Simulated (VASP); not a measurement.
# BaO3 (Fm-3m) in VASP: notebook

Runs on BaO3. Level: PBE. Tasks: single point.

All numbers are computed with VASP 6.6.1; they aren't measurements. Logs are shortened: lines on timing, memory, paths and dates and some standing lists are left out, and cuts for length are marked.

## (1) The cell of the first run

The structure is cubic, space group Fm-3m (No. 225). The conventional cell has a = 6.309 Å, b = 6.309 Å, c = 6.309 Å, α = 90.00°, β = 90.00°, γ = 90.00°. Within 3.6 Å of Ba (site symmetry m-3m) lie 14 O at 2.73 to 3.15 Å. Within 3.6 Å of O (site symmetry -43m) lie 4 Ba at 2.73 Å and 10 O at 2.73 to 3.15 Å. Within 3.6 Å of O (site symmetry m-3m) lie 8 O at 2.73 Å and 6 Ba at 3.15 Å.

The cell was built from a structure type or drawn by symmetry, and may not be a known phase.

## (2) Single point, PBE, collinear spin, ferromagnetic start

INCAR

```
ALGO     = Normal         # electronic algorithm
EDIFF    = 1E-6           # SCF threshold, eV
ENCUT    = 910            # plane-wave cutoff, eV
GGA      = PE             # functional
GGA_COMPAT= False        
ISIF     = 2              # what is computed and relaxed
ISMEAR   = 0              # smearing method
ISPIN    = 2              # spin polarisation
LASPH    = True           # aspherical terms in the spheres
LCHARG   = False          # write CHGCAR
LORBIT   = 11             # projections on sites
LREAL    = False          # projectors in reciprocal space
LWAVE    = False          # write WAVECAR
MAGMOM   = 0 1 1 1        # initial moments
NBANDS   = 26             # bands
NELM     = 200            # most SCF steps
PREC     = Accurate       # precision mode
SIGMA    = 0.1            # smearing width, eV
```

KPOINTS

```
k-points
0
Gamma
  6 6 6
```

POSCAR

```
BaO3
1.0
    0.0000000000      3.1542621874      3.1542621874
    3.1542621874      0.0000000000      3.1542621874
    3.1542621874      3.1542621874      0.0000000000
Ba O
1 3
Direct
    0.5000000000      0.5000000000      0.5000000000
    0.2500000000      0.2500000000      0.2500000000
    0.7500000000      0.7500000000      0.7500000000
    0.0000000000      0.0000000000      0.0000000000
```

Potentials or basis: VASP PAW PBE potentials, release 64 (Ba_sv, O_h).

Started as:

```sh
$ cat potpaw_PBE.64/Ba_sv/POTCAR potpaw_PBE.64/O_h/POTCAR > POTCAR
$ mpirun -np 1 vasp_std > vasp.out
```

OUTCAR:

```text
EDIFF = 1E-6
   ENCUT = 910
   GGA = PE
   ISIF = 2
   ISMEAR = 0
   ISPIN = 2
   LASPH = True
   LORBIT = 11
   LREAL = False
   NELM = 200
   PREC = Accurate

 ion  position               nearest neighbor table
   1  0.500  0.500  0.500-   2 2.73   2 2.73   2 2.73   2 2.73   3 2.73   3 2.73   3 2.73   3 2.73

   2  0.250  0.250  0.250-   1 2.73   1 2.73   1 2.73   1 2.73
   3  0.750  0.750  0.750-   1 2.73   1 2.73   1 2.73   1 2.73
   4  0.000  0.000  0.000-

  LATTYP: Found a face centered cubic cell.
 ALAT       =     6.3085243748

  Lattice vectors:

 A1 = (   0.0000000000,   3.1542621874,   3.1542621874)
 A2 = (   3.1542621874,   0.0000000000,   3.1542621874)
 A3 = (   3.1542621874,   3.1542621874,   0.0000000000)

Analysis of symmetry for initial positions (statically):
=====================================================================
 Subroutine PRICEL returns:
 Original cell was already a primitive cell.

 Routine SETGRP: Setting up the symmetry group for a
 face centered cubic supercell.

 Subroutine GETGRP returns: Found 48 space group operations
 (whereof 48 operations were pure point group operations)
 out of a pool of 48 trial point group operations.

The static configuration has the point symmetry O_h .

Analysis of symmetry for dynamics (positions and initial velocities):
=====================================================================
 Subroutine PRICEL returns:
 Original cell was already a primitive cell.

 Routine SETGRP: Setting up the symmetry group for a
 face centered cubic supercell.

 Subroutine GETGRP returns: Found 48 space group operations
 (whereof 48 operations were pure point group operations)
 out of a pool of 48 trial point group operations.

The dynamic configuration has the point symmetry O_h .

Analysis of structural, dynamic, and magnetic symmetry:
=====================================================================
 Subroutine PRICEL returns:
 Original cell was already a primitive cell.

 Routine SETGRP: Setting up the symmetry group for a
 face centered cubic supercell.

 Subroutine GETGRP returns: Found 48 space group operations
 (whereof 48 operations were pure point group operations)
 out of a pool of 48 trial point group operations.

The overall configuration has the point symmetry O_h .

 Subroutine INISYM returns: Found 48 space group operations
 (whereof 48 operations are pure point group operations),
 and found     1 'primitive' translations

----------------------------------------------------------------------------------------

                                     Primitive cell

  volume of cell :      62.7658

  direct lattice vectors                    reciprocal lattice vectors
     0.000000000  3.154262187  3.154262187    -0.158515675  0.158515675  0.158515675
     3.154262187  0.000000000  3.154262187     0.158515675 -0.158515675  0.158515675
     3.154262187  3.154262187  0.000000000     0.158515675  0.158515675 -0.158515675

  length of vectors
     4.460800365  4.460800365  4.460800365     0.274557203  0.274557203  0.274557203

  position of ions in fractional coordinates (direct lattice)
     0.500000000  0.500000000  0.500000000
     0.250000000  0.250000000  0.250000000
     0.750000000  0.750000000  0.750000000
     0.000000000  0.000000000  0.000000000

  ion indices of the primitive-cell ions
   primitive index   ion index
                 1           1
                 2           2
                 3           3
                 4           4

----------------------------------------------------------------------------------------

 KPOINTS: k-points

Automatic generation of k-mesh.
 Grid dimensions read from file:
 generate k-points for:    6    6    6

 Generating k-lattice:

  Cartesian coordinates                     Fractional coordinates (reciprocal lattice)
    -0.026419279  0.026419279  0.026419279     0.166666667  0.000000000  0.000000000
     0.026419279 -0.026419279  0.026419279     0.000000000  0.166666667  0.000000000
     0.026419279  0.026419279 -0.026419279     0.000000000  0.000000000  0.166666667

  Length of vectors
     0.045759534  0.045759534  0.045759534

  Shift w.r.t. Gamma in fractional coordinates (k-lattice)
     0.000000000  0.000000000  0.000000000

 Subroutine IBZKPT returns following result:
 ===========================================

 Found     16 irreducible k-points:

 Following reciprocal coordinates:
            Coordinates               Weight
  0.000000  0.000000  0.000000      1.000000
  0.166667  0.000000  0.000000      8.000000
  0.333333  0.000000  0.000000      8.000000
  0.500000  0.000000  0.000000      4.000000
  0.166667  0.166667  0.000000      6.000000
  0.333333  0.166667  0.000000     24.000000
[... 8 lines left out ...]
 -0.333333  0.333333  0.166667     24.000000
 -0.333333  0.500000  0.166667     12.000000
   k-points           NKPTS =     16   k-points in BZ     NKDIM =     16   number of bands    NBANDS=     26
   number of dos      NEDOS =    301   number of ions     NIONS =      4
   total plane-waves  NPLWV = 110592
   dimension x,y,z NGX =    48 NGY =   48 NGZ =   48
   dimension x,y,z NGXF=    96 NGYF=   96 NGZF=   96
   ions per type =               1   3
   NGX,Y,Z   is equivalent  to a cutoff of  17.89, 17.89, 17.89 a.u.
   NGXF,Y,Z  is equivalent  to a cutoff of  35.78, 35.78, 35.78 a.u.
 SYSTEM =  unknown system
   PREC   = accura    normal or accurate (medium, high low for compatibility)
   ISTART =      0    job   : 0-new  1-cont  2-samecut
   ICHARG =      2    charge: 1-file 2-atom 10-const
   ISPIN  =      2    spin polarized calculation?
   LNONCOLLINEAR =      F non collinear calculations
   LSORBIT =      F    spin-orbit coupling
   LASPH  =      T    aspherical Exc in radial PAW
   ENCUT  =  910.0 eV  66.88 Ry    8.18 a.u.  10.97 10.97 10.97*2*pi/ulx,y,z
   NELM   =    200;   NELMIN=  2; NELMDL= -5     # of ELM steps
   EDIFF  = 0.1E-05   stopping-criterion for ELM
   LREAL  =      F    real-space projection
   EDIFFG = 0.1E-04   stopping-criterion for IOM
   NSW    =      0    number of steps for IOM
   IBRION =     -1    ionic relax: 0-MD 1-quasi-New 2-CG
   NFREE  =      0    steps in history (QN), initial steepest desc. (CG)
   ISIF   =      2    stress and relaxation
   ISYM   =      2    0-nonsym 1-usesym 2-fastsym
   POTIM  = 0.5000    time-step for ionic-motion
   TEBEG  =    0.0;   TEEND  =   0.0 temperature during run
   PSTRESS=    0.0 pullay stress
   NELECT =      28.0000    total number of electrons
   NUPDOWN=      -1.0000    fix difference up-down
   EMIN   =  10.00;   EMAX   =-10.00  energy-range for DOS
   EFERMI =   0.00;   METHOD = LEGACY
   ISMEAR =     0;   SIGMA  =   0.10  broadening in eV -4-tet -1-fermi 0-gaus
   EFERMI_NEDOS =   21; number of points for ismear=-14 and -15
   IALGO  =     38    algorithm
   IMIX   =      4    mixing-type and parameters
     AMIX     =   0.40;   BMIX     =  1.00
     AMIX_MAG =   1.60;   BMIX_MAG =  1.00
  volume/ion in A,a.u.               =      15.69       105.89
  Fermi-wavevector in a.u.,A,eV,Ry     =   1.250892  2.363843 21.289446  1.564730
  Thomas-Fermi vector in A             =   2.384865
   LORBIT       =     11    0 simple, 1 ext, 2 COOP (PROOUT), +10 PAW based schemes
   GGA     = PE    functional components
   LHFCALC =     F    Hartree Fock is set to
   AEXX    =    0.0000 exact exchange contribution
   IVDW    =     0    specifies the selected vdW correction
   LEPSILON=     F    determine dielectric tensor
   LRPA    =     F    only Hartree local field effects (RPA)
 spin polarized calculation
 Gauss-broadening in eV      SIGMA  =   0.10
  energy-cutoff  :      910.00
  volume of cell :       62.77
 maximum number of plane-waves:      3944
 NGX is ok and might be reduce to    48
   NGX = 21   NGY = 21   NGZ = 21

 number of electron      28.0000002 magnetization       4.0000014

 Free energy of the ion-electron system (eV)
  ---------------------------------------------------
  ext. energy  EPLUGINS =         0.00000000
  ---------------------------------------------------
  free energy    TOTEN  =       -18.71181244 eV

  energy without entropy =      -18.68965527  energy(sigma->0) =      -18.70073385

 E-fermi :   0.7153     XC(G=0):  -9.9725

 val. band max:        0.7128887868   @ k =   0.5000   0.0000   0.0000
 cond. band min:       0.7297457242   @ k =   0.5000   0.1667   0.0000
 fundamental gap:      0.0168569374
 Fermi energy:         0.7152701030

 spin component 1

 k-point     1 :       0.0000    0.0000    0.0000
  band No.  band energies     occupation
      1     -23.7617      1.00000
      2     -17.0995      1.00000
      3     -16.0418      1.00000
      4     -15.8398      1.00000
      5      -8.7883      1.00000
      6      -8.7883      1.00000
[... 18 lines left out ...]
     25      17.1165      0.00000
     26      20.9751      0.00000
[... 411 lines left out ...]
      3     -16.5379      1.00000
      4     -16.3471      1.00000
      5      -9.1184      1.00000
      6      -8.9974      1.00000
[... 18 lines left out ...]
     25      16.0172      0.00000
     26      16.4541      0.00000
 Fermi energy:         0.7152701030

 spin component 2

 k-point     1 :       0.0000    0.0000    0.0000
  band No.  band energies     occupation
      1     -23.7088      1.00000
      2     -14.9587      1.00000
      3     -14.0415      1.00000
      4     -13.5039      1.00000
      5      -8.7486      1.00000
      6      -8.7486      1.00000
[... 18 lines left out ...]
     25      17.7539      0.00000
     26      21.3166      0.00000
[... 412 lines left out ...]
      4     -14.2264      1.00000
      5      -9.0151      1.00000
      6      -8.8606      1.00000
[... 18 lines left out ...]
     25      16.7232      0.00000
     26      17.0078      0.00000

------------------------ aborting loop because EDIFF is reached ----------------------------------------

  FORCE on cell =-STRESS in cart. coord.  units (eV):
  Direction    XX          YY          ZZ          XY          YZ          ZX
  --------------------------------------------------------------------------------------
  -------------------------------------------------------------------------------------
  Total        0.2827815      0.2827815      0.2827815     -0.0000000      0.0000000      0.0000000
  in kB        7.2183550      7.2183550      7.2183550     -0.0000000      0.0000000      0.0000000
  external PRESSURE =       7.2183550 kB  Pullay stress =       0.0000000 kB

 VOLUME and BASIS-vectors are now :
 -----------------------------------------------------------------------------
  energy-cutoff  :      910.00
  volume of cell :       62.77
      direct lattice vectors                 reciprocal lattice vectors
     0.000000000  3.154262187  3.154262187    -0.158515675  0.158515675  0.158515675
     3.154262187  0.000000000  3.154262187     0.158515675 -0.158515675  0.158515675
     3.154262187  3.154262187  0.000000000     0.158515675  0.158515675 -0.158515675

 POSITION                                       TOTAL-FORCE (eV/Angst)
 -----------------------------------------------------------------------------------
      3.15426      3.15426      3.15426        -0.000000      0.000000     -0.000000
      1.57713      1.57713      1.57713         0.000000     -0.000000     -0.000000
      4.73139      4.73139      4.73139         0.000000      0.000000      0.000000
      0.00000      0.00000      0.00000        -0.000000      0.000000     -0.000000
 -----------------------------------------------------------------------------------
    total drift:                               -0.000000     -0.000000     -0.000000

  FREE ENERGIE OF THE ION-ELECTRON SYSTEM (eV)
  ---------------------------------------------------
  free  energy   TOTEN  =       -18.7118124428 eV

  energy  without entropy=      -18.6896552662  energy(sigma->0) =      -18.70073385

 total charge

# of ion       s       p       d       tot
------------------------------------------
    1        2.006   5.628   0.282   7.917
    2        1.089   2.176   0.000   3.265
    3        1.089   2.176   0.000   3.265
    4        1.108   2.113   0.000   3.221
--------------------------------------------------
tot          5.293  12.092   0.282  17.668

 magnetization (x)

# of ion       s       p       d       tot
------------------------------------------
    1       -0.004   0.041  -0.022   0.015
    2        0.015   0.721   0.000   0.736
    3        0.015   0.721   0.000   0.736
    4        0.017   0.935   0.000   0.952
--------------------------------------------------
tot          0.044   2.418  -0.022   2.440
```

Run time: 75 s. Hardware: 1 thread of Intel Xeon 6975P-C (Granite Rapids), shared host; peak memory 0.44 GiB.

Results:

- Free energy: -18.7118 eV
- Pressure: 0.7 GPa
- Band gap on the k mesh: zero (filled and empty bands overlap)
- Net moment: 4.00 μB per cell
- Site moments: Ba +0.01; O +0.74, +0.95 (each value once) μB
- Valence electrons inside the program's atomic spheres: Ba 7.92; O 3.27, 3.22 (each value once)

Levels at points of the mesh, in eV from the Fermi level:
Spin up:
```
           k point  band 13  band 14  band 15  band 16  band 17  band 18  band 19  band 20
(0.00, 0.00, 0.00)    -2.98    -1.00    -1.00    -1.00     7.16     7.16     8.14     9.88
(0.50, 0.00, 0.00)    -1.70    -1.57    -1.57    -1.43     8.55     8.62     8.62     9.87
(0.50, 0.50, 0.00)    -1.85    -1.59    -1.18    -1.18     7.52     7.54     8.69    10.12
```
Spin down:
```tsv
k point	band 9	band 10	band 11	band 12	band 13	band 14	band 15	band 16
(0.00, 0.00, 0.00)	-1.63	-1.63	-0.90	-0.90	-0.90	1.17	1.17	1.17
(0.50, 0.00, 0.00)	-1.90	-1.36	0.00	0.05	0.05	0.65	0.65	0.83
(0.50, 0.50, 0.00)	-1.19	-1.19	-0.03	-0.03	-0.02	0.34	1.07	1.07
```

Caveat: the cutoff is under 1.25 times the usual one of these potentials, so pressure, stress and relaxed cells hold a basis-set (Pulay) error; spin-orbit coupling is left out, which moves the levels of the heavy elements.

(Part 1 of 2 ends here.)
